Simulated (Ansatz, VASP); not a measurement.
## Two plane-wave programs on NaCl

The input POSCAR:

```
NaCl
1.0
    0.0000000000      2.9190453386      2.8027319622
    2.9190453386      0.0000000000      2.8027319622
    2.9190453386      2.9190453386      0.0000000000
Na Cl
1 1
Direct
    0.0000000000      0.0000000000      0.0000000000
    0.5000000000      0.5000000000      0.5000000000
```

Contents of INCAR.step1:

```
SYSTEM = NaCl
PREC = Accurate
ENCUT = 520
ISMEAR = 0
SIGMA = 0.01
LREAL = .FALSE.
LASPH = .TRUE.
NELM = 80
NBANDS = 14
GGA = PE
ALGO = Normal
EDIFF = 1E-4
LWAVE = .TRUE.
LCHARG = .FALSE.
```

Contents of INCAR.step2:

```
SYSTEM = NaCl
PREC = Accurate
ENCUT = 520
EDIFF = 1E-7
ISMEAR = 0
SIGMA = 0.01
LREAL = .FALSE.
LASPH = .TRUE.
NELM = 80
ALGO = Normal
ISIF = 2
LWAVE = .FALSE.
LCHARG = .TRUE.
METAGGA = R2SCAN
LMIXTAU = .TRUE.
LELF = .TRUE.
LVHAR = .TRUE.
NBANDS = 14
ISTART = 1
```

File KPOINTS:

```
regular mesh
0
G
  8 8 8
  0 0 0
```

Input for Ansatz:

```yaml
crystal:
  lattice:
    - [0.0, 2.9190453386, 2.8027319622]
    - [2.9190453386, 0.0, 2.8027319622]
    - [2.9190453386, 2.9190453386, 0.0]
  atoms:
    - { symbol: Na, position: [0.0, 0.0, 0.0] }
    - { symbol: Cl, position: [0.5, 0.5, 0.5] }
kpoints:
  mp_grid: { grid: [8, 8, 8] }
  band_path:
    path:
      - [0.0, 0.0, 0.0]
      - [0.5, 0.0, 0.5]
      - [0.625, 0.25, 0.625]
      - [0.375, 0.375, 0.75]
      - [0.5, 0.5, 0.5]
      - [0.5, 0.25, 0.75]
    npoints: 1
hamiltonian:
  xc: r2scan
scf:
  occupations: { method: fixed }
  n_extra_bands: 4
output:
  forces: true
  stress: true
  eigenvalues: true
  write_density: true
  write_potential: true
  elf: true
  volumetric_format: npy
```

Change from the starting cell: biaxial_xy strain +4.2%.

Alike in both runs: task single point; functional r2SCAN; k mesh 8 × 8 × 8; no spin polarisation.

|  | VASP | Ansatz |
| --- | --- | --- |
| version | VASP 6.6.1 | Ansatz 0.2.0 |
| potentials or method | VASP PAW PBE potentials, release 64 (Na_pv, Cl) | plane waves, PAW |
| plane-wave cutoff (eV) | 520 | 500 |
| occupations | gaussian, width 0.01 eV | fixed |
| valence electrons in the cell | 14 | 16 |

|  | VASP | Ansatz | Ansatz less VASP |
| --- | --- | --- | --- |
| gap on the k mesh at the Fermi level (eV) | 5.66 | 5.64 | -0.022 |
| pressure (GPa) | -1.9 | -1.7 | +0.19 |
| traceless stress, the component that is largest in VASP (GPa) | 0.86 | 0.88 | +0.015 |

VASP's potentials were made for PBE, not for r2SCAN. VASP's potentials hold 14 valence electrons a cell and Ansatz's 16, so a difference there can come from the potentials and not from the codes.
